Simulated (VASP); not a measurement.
Wanted: the native input for a VASP 6.6.1 run.

| Item | Value |
| --- | --- |
| Task | single point |
| Functional | PBE |
| Potentials or basis | VASP PAW PBE potentials, release 64 (Bi_d) |
| Cutoff | 520 eV |
| k mesh | 9 × 9 × 3 |
| Occupations | fermi-dirac, width 0.03 eV |
| Spin | no spin polarisation |
| Dipole correction | no |
| Further INCAR settings | ALGO = Normal; EDIFF = 1e-06; NBANDS = 22 |

The structure of Bi lies in POSCAR:

```
Bi
1.0
    4.6325977821      0.0000000000      0.0000000000
   -2.3162988911      4.0119473649      0.0000000000
    0.0000000000      0.0000000000     11.3558400000
Bi
2
Direct
    0.3333333333      0.6666666667      0.2500000000
    0.6666666667      0.3333333333      0.7500000000
```

This cell differs from its parent crystal: z stretched by -4 % at fixed volume.

One way to write it, as run:

INCAR

```
SYSTEM = Bi
PREC = Accurate
ENCUT = 520
EDIFF = 1E-6
ISMEAR = -1
SIGMA = 0.03
LREAL = .False.
LASPH = .True.
NELM = 60
ALGO = Normal
ISIF = 2
LWAVE = .False.
LCHARG = .False.
GGA = PE
NBANDS = 22
```

KPOINTS

```
regular mesh
0
Gamma
  9 9 3
  0 0 0
```

Potentials or basis: VASP PAW PBE potentials, release 64 (Bi_d).

Command:

```console
$ cat potpaw_PBE.64/Bi_d/POTCAR > POTCAR
$ mpirun -np 1 vasp_std > vasp.out
```

Results of the run:

```
Pressure               : -3.2 GPa
Band gap on the k mesh : zero (band 15 reaches 0.22 eV, above the bottom of band 16 at -1.69 eV)
```

Caveat: spin-orbit coupling is left out, which moves the levels of the heavy elements.

Wall time 100 s on 1 thread of Intel(R) Xeon(R) Platinum 8375C CPU @ 2.90GHz (Ice Lake), with other jobs on the host, peak memory 0.34 GiB.
